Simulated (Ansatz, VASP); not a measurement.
Li3ClO in VASP and in Ansatz

```
CELL_PARAMETERS angstrom
3.90834 0.00000 0.00000
0.00000 3.90834 0.00000
0.00000 0.00000 3.90834
ATOMIC_POSITIONS crystal
Li 0.00000 0.50000 0.50000
Li 0.50000 0.00000 0.50000
Li 0.50000 0.50000 0.00000
Cl 0.00959 0.00000 0.00000
O 0.50000 0.50000 0.50000
```

Change from the starting cell: all Cl atoms moved +0.037 Å, as atom 4 along Cartesian [1 0 0].

Alike in both runs: task single point; functional LDA; k mesh 6 × 6 × 6; occupations gaussian, width 0.05 eV; no spin polarisation.

|  | VASP | Ansatz |
| --- | --- | --- |
| version | VASP 6.6.1 | Ansatz 0.2.0 |
| potentials or method | VASP PAW LDA potentials, release 64 (Li_sv, Cl, O), cutoff 520 eV | scalar-relativistic, plane waves, PAW |
| valence electrons in the cell | 22 | 22 |

```csv
,VASP,Ansatz,Ansatz less VASP
gap on the k mesh at the Fermi level (eV),4.59,4.57,-0.018
least direct gap on the mesh (eV),4.61,4.61,-0.003
rms of the force components (eV/Å),0.024,0.024,-0.0001
```

LDA's correlation is that of Perdew and Zunger in VASP and of Perdew and Wang (1992) in Ansatz. Atom by atom the forces differ by 0.000 eV/Å (rms over components).

Noted on VASP's run: the cutoff is under 1.25 times that of the potentials, so the pressure is a little rough.
